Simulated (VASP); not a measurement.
Set up this calculation in VASP 6.6.1, as the native input.

| Property | Result |
| --- | --- |
| Task | relaxation of shape and atoms at fixed volume |
| Functional | PBE |
| Dispersion | D3(BJ) |
| Potentials or basis | VASP PAW PBE potentials, release 64 (Li_sv) |
| Cutoff | 600 eV |
| k mesh | 18 × 18 × 6 |
| Occupations | gaussian, width 0.1 eV |
| Spin | no spin polarisation |
| Dipole correction | no |
| Further INCAR settings | ALGO = Fast; EDIFF = 1e-07; IBRION = 2; EDIFFG = -0.01; NSW = 50; ISIF = 4 |

The structure of Li lies in POSCAR:

```
Li
1.0
    3.0078979360      0.0000000000      0.0000000000
   -1.5039489680      2.6049160246      0.0000000000
    0.0000000000      0.0000000000      9.8778151220
Li
4
Direct
    0.0000000000      0.0000000000      0.0000000000
    0.3333333333      0.6666666667      0.2500000000
    0.0000000000      0.0000000000      0.5000000000
    0.6666666667      0.3333333333      0.7500000000
```

This isn't the form of Li at room conditions, which is bcc.

The input as run:

INCAR

```
PREC     = Accurate       # precision mode
ENCUT    = 600            # plane-wave cutoff, eV
EDIFF    = 1E-7           # SCF threshold, eV
ISMEAR   = 0              # smearing method
SIGMA    = 0.1            # smearing width, eV
LREAL    = F              # projectors in reciprocal space
LASPH    = T              # aspherical terms in the spheres
NELM     = 60             # most SCF steps
ALGO     = Fast           # electronic algorithm
ISIF     = 4              # what is computed and relaxed
LWAVE    = F              # write WAVECAR
LCHARG   = F              # write CHGCAR
GGA      = PE             # functional
IVDW     = 12             # dispersion correction
IBRION   = 2              # ionic algorithm
NSW      = 50             # ionic steps
EDIFFG   = -0.01          # ionic threshold
```

KPOINTS

```
Automatic mesh
0
Gamma
  18 18 6
```

Potentials or basis: VASP PAW PBE potentials, release 64 (Li_sv).

The run is started by

```bash
$ cat potpaw_PBE.64/Li_sv/POTCAR > POTCAR
$ mpirun -np 1 vasp_std > vasp.out
```

It gave:

The pressure after relaxing is -0.9 GPa and the band gap on the k mesh is zero (bands 6 and 7 overlap by 4.12 eV). The dispersion energy per atom is -0.177 eV.

Caveat: the cutoff is under 1.25 times the usual one of these potentials, so pressure, stress and relaxed cells hold a basis-set (Pulay) error; the relaxation stopped at its first step, so nothing moved.

Run time: 4.2 min on 1 thread of Intel Xeon 8259CL (shared host), peak memory 0.27 GiB.
